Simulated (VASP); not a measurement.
GaN, 2 atoms in the cell. It takes space group F-43m (No. 216, cubic). The conventional cell has a = 4.389 Å, b = 4.389 Å, c = 4.389 Å, α = 90.00°, β = 90.00°, γ = 90.00°. Ga (site symmetry -43m) has 4 N at 1.90 Å within 2.5 Å. N (site symmetry -43m) has 4 Ga at 1.90 Å within 2.5 Å. 

| Quantity | Value |
| --- | --- |
| Program | VASP 6.6.1 |
| Task | elastic constants |
| Functional | LDA |
| Potentials or basis | VASP PAW LDA potentials, release 64 (Ga_d, N) |
| Cutoff | 600 eV |
| k mesh | 10 × 10 × 10 |
| Occupations | gaussian, width 0.01 eV |
| Spin | no spin polarisation |
| Dipole correction | no |
| Ions in elastic constants | relaxed |
| Further INCAR settings | ALGO = Normal; EDIFF = 1e-08; IBRION = 6; POTIM = 0.015; NSW = 1; ISIF = 3 |

Potentials or basis: VASP PAW LDA potentials, release 64 (Ga_d, N).

Command:

```bash
$ cat potpaw_LDA.64/Ga_d/POTCAR potpaw_LDA.64/N/POTCAR > POTCAR
$ mpirun -np 1 vasp_std > vasp.out
```

Hardware: 1 thread of AMD EPYC 7R13 (shared host).

**Question.** How long does it take, and how much memory?

**Answer.** Wall time 11 min on 1 thread of AMD EPYC 7R13, on a shared host, peak memory 0.31 GiB. Counts: scf iterations 167, k points 47.
